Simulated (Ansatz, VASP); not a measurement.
One calculation of ZrN, two programs

```
CELL_PARAMETERS angstrom
0.00000 2.34027 2.34027
2.34027 0.00000 2.34027
2.34027 2.34027 0.00000
ATOMIC_POSITIONS crystal
Zr 0.50000 0.50000 0.50000
N 0.00000 0.00000 0.00000
```

Alike in both runs: task single point; functional RPBE; k mesh 8 × 8 × 8; occupations gaussian, width 0.05 eV; no spin polarisation.

|  | VASP | Ansatz |
| --- | --- | --- |
| version | VASP 6.6.1 | Ansatz 0.2.0 |
| potentials or method | VASP PAW PBE potentials, release 64 (Zr_sv, N), cutoff 600 eV | scalar-relativistic, plane waves, PAW |
| valence electrons in the cell | 17 | 17 |

Ansatz gave:

| Item | Value |
| --- | --- |
| gap on the k mesh at the Fermi level (eV) | none |
| pressure (GPa) | -8.5 |

Q: What did VASP give for the same quantities?

A: gap on the k mesh at the Fermi level (eV): none; pressure (GPa): -8.4.

VASP's potentials were made for PBE, not for RPBE. A gap of «none» marks a metal or a gap that the smearing closes.
